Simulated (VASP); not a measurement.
# Na (a cell with a defect): single point with PBEsol

The system is Na (a cell with a defect).

```
CELL_PARAMETERS angstrom
-8.33954 8.33954 0.00000
-8.33954 0.00000 8.33954
0.00000 8.33954 8.33954
ATOMIC_POSITIONS crystal
Na 0.50000 0.00000 0.00000
Na 0.00000 0.50000 0.00000
Na 0.11742 0.11742 0.11742
Na 0.50000 0.50000 0.00000
Na 0.64773 0.11742 0.11742
Na 0.11742 0.64773 0.11742
Na 0.25000 0.25000 0.25000
Na 0.00000 0.00000 0.50000
Na 0.62656 0.62656 0.12031
Na 0.74175 0.25825 0.25825
Na 0.25825 0.74175 0.25825
Na 0.37344 0.37344 0.37344
Na 0.50000 0.00000 0.50000
Na 0.00000 0.50000 0.50000
Na 0.11742 0.11742 0.64773
Na 0.74175 0.74175 0.25825
Na 0.87969 0.37344 0.37344
Na 0.37344 0.87969 0.37344
Na 0.50000 0.50000 0.50000
Na 0.62656 0.12031 0.62656
Na 0.12031 0.62656 0.62656
Na 0.25825 0.25825 0.74175
Na 0.88258 0.88258 0.35227
Na 0.62656 0.62656 0.62656
Na 0.74175 0.25825 0.74175
Na 0.25825 0.74175 0.74175
Na 0.37344 0.37344 0.87969
Na 0.75000 0.75000 0.75000
Na 0.88258 0.35227 0.88258
Na 0.35227 0.88258 0.88258
Na 0.88258 0.88258 0.88258
```

This cell differs from its parent crystal: atoms taken out, then relaxed in part.

| Item | Value |
| --- | --- |
| Program | VASP 6.6.1 |
| Task | single point |
| Functional | PBEsol |
| Potentials or basis | VASP PAW PBE potentials, release 64 (Na_pv) |
| Cutoff | 520 eV |
| k mesh | 3 × 3 × 3 |
| Occupations | gaussian, width 0.1 eV |
| Spin | no spin polarisation |
| Dipole correction | no |
| Further INCAR settings | LREAL = Auto; ALGO = Normal; EDIFF = 1e-06; NBANDS = 130 |

- Pressure: -0.1 GPa
- Largest force: 0.004 eV/Å
- Band gap on the k mesh: zero (an odd number of electrons rules out a gap without spin polarisation)

Forces in eV/Å, atoms in the order of the input:
```
Na   0.000  0.000  0.000
Na   0.000  0.000  0.000
Na   0.001 -0.001 -0.001
Na   0.000  0.000  0.000
Na  -0.001  0.001 -0.001
Na  -0.001 -0.001  0.001
Na   0.000  0.000  0.000
Na   0.000  0.000  0.000
Na   0.000  0.000  0.000
Na   0.000  0.000 -0.004
Na   0.000 -0.004  0.000
Na   0.000  0.000  0.000
Na   0.000  0.000  0.000
Na   0.000  0.000  0.000
Na   0.001  0.001  0.001
Na  -0.004  0.000  0.000
Na   0.000  0.000  0.000
Na   0.000  0.000  0.000
Na   0.000  0.000  0.000
Na   0.000  0.000  0.000
Na   0.000  0.000  0.000
Na   0.004  0.000  0.000
Na  -0.001 -0.001 -0.001
Na   0.000  0.000  0.000
Na   0.000  0.004  0.000
Na   0.000  0.000  0.004
Na   0.000  0.000  0.000
Na   0.000  0.000  0.000
Na   0.001  0.001 -0.001
Na   0.001 -0.001  0.001
Na  -0.001  0.001  0.001
```

Levels at points of the mesh, in eV from the Fermi level:
| k point | band 106 | band 107 | band 108 | band 109 | band 110 | band 111 | band 112 | band 113 |
| --- | --- | --- | --- | --- | --- | --- | --- | --- |
| (0.00, 0.00, 0.00) | -1.10 | -1.10 | -0.88 | 0.73 | 0.73 | 0.73 | 0.85 | 0.85 |

Run time: 21 min on 1 thread of Intel(R) Xeon(R) Platinum 8259CL CPU @ 2.50GHz (Skylake/Cascade Lake) (shared host), peak memory 1.4 GiB.

Caveat: the cell differs from its parent crystal (atoms taken out, then relaxed in part); the PAW data sets were made with another functional, which shifts forces and pressure a little.
